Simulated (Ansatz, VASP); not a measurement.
# GdO in VASP and in Ansatz

```
Gd O
1.0
     0.00000    2.70000    2.70000
     2.70000    0.00000    2.70000
     2.70000    2.70000    0.00000
Gd O
1 1
Direct
  0.00000 0.00000 0.00000
  0.25000 0.25000 0.25000
```

Alike in both runs: task single point; functional B3LYP; k mesh 5 × 5 × 5; occupations fermi-dirac, width 0.05 eV; collinear spin.

|  | VASP | Ansatz |
| --- | --- | --- |
| version | VASP 6.6.1 | Ansatz 0.2.0 |
| potentials or method | VASP PAW PBE potentials, release 64 (Gd, O) | Ansatz PAW |
| plane-wave cutoff (eV) | 520 | 420 |
| valence electrons in the cell | 24 | 24 |

VASP gave:

```
gap on the k mesh at the Fermi level (eV)                     : none
pressure (GPa)                                                : 1.0
net moment per atom (μB)                                      : 3.99
size of the moment on the site where the two differ most (μB) : 7.08
```

Problem. What did Ansatz give for the same quantities?

Solution. gap on the k mesh at the Fermi level (eV): none; pressure (GPa): 0.1; net moment per atom (μB): 3.01; size of the moment on the site where the two differ most (μB): 6.70.

The net moments are unlike, so the other rows may belong to different states. VASP's potentials were made for PBE, not for B3LYP. Site moments also hang on the region over which each program counts them. A gap of «none» marks a metal or a gap that the smearing closes.

The k mesh is coarse, so the values compare programs but aren't converged. Spin-orbit coupling is off throughout. Noted on Ansatz's run: the magnetic or orbital state may not be the lowest.
